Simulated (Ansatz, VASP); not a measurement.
MgO in VASP and in Ansatz

INCAR

```
SYSTEM = MgO
  PREC = Accurate
  ENCUT = 520
  EDIFF = 1E-7
  ISMEAR = 0
  SIGMA = 0.05
  LREAL = .False.
  LASPH = .True.
  NELM = 80
  ALGO = Normal
  ISIF = 2
  LWAVE = .False.
  LCHARG = .False.
  GGA = PS
  NBANDS = 11
```

File KPOINTS:

```
regular mesh
0
Gamma
  10 10 10
  0 0 0
```

The input POSCAR:

```
MgO
1.0
    0.0000000000      2.1071057202      2.1071057202
    2.1071057202      0.0000000000      2.1071057202
    2.1071057202      2.1071057202      0.0000000000
Mg O
1 1
Direct
   -0.0237292318      0.0237292318     -0.0237292318
    0.5000000000      0.5000000000      0.5000000000
```

Input for Ansatz:

```yaml
crystal:
  lattice:
    - [0.0, 2.1071057202, 2.1071057202]
    - [2.1071057202, 0.0, 2.1071057202]
    - [2.1071057202, 2.1071057202, 0.0]
  atoms:
    - { symbol: Mg, position: [-0.0237292318, 0.0237292318, -0.0237292318] }
    - { symbol: O, position: [0.5, 0.5, 0.5] }
basis:
  ecutwfc: 420
kpoints:
  mp_grid: { grid: [10, 10, 10] }
hamiltonian:
  xc: pbesol
scf:
  occupations: { method: gaussian, width: 0.05 }
output:
  forces: true
  stress: true
  eigenvalues: true
```

Change from the starting cell: all Mg atoms moved -0.100 Å, as atom 1 along Cartesian [0 1 0].

Alike in both runs: task single point; functional PBEsol; k mesh 10 × 10 × 10; occupations gaussian, width 0.05 eV; no spin polarisation.

```csv
,VASP,Ansatz
version,VASP 6.6.1,Ansatz 0.2.0
potentials or method,"VASP PAW PBE potentials, release 64 (Mg, O), cutoff 520 eV","scalar-relativistic, plane waves, PAW"
valence electrons in the cell,8,16
```

|  | VASP | Ansatz | Ansatz less VASP |
| --- | --- | --- | --- |
| gap on the k mesh at the Fermi level (eV) | 4.62 | 4.62 | -0.001 |
| least direct gap on the mesh (eV) | 4.62 | 4.62 | -0.001 |
| pressure (GPa) | 0.5 | 0.9 | +0.48 |
| traceless stress, the component that is largest in VASP (GPa) | 2.41 | 2.38 | -0.033 |
| rms of the force components (eV/Å) | 0.334 | 0.330 | -0.0038 |

VASP's potentials were made for PBE, not for PBEsol. Atom by atom the forces differ by 0.004 eV/Å (rms over components). VASP's potentials hold 8 valence electrons a cell and Ansatz's 16, so a difference there can come from the potentials and not from the codes.
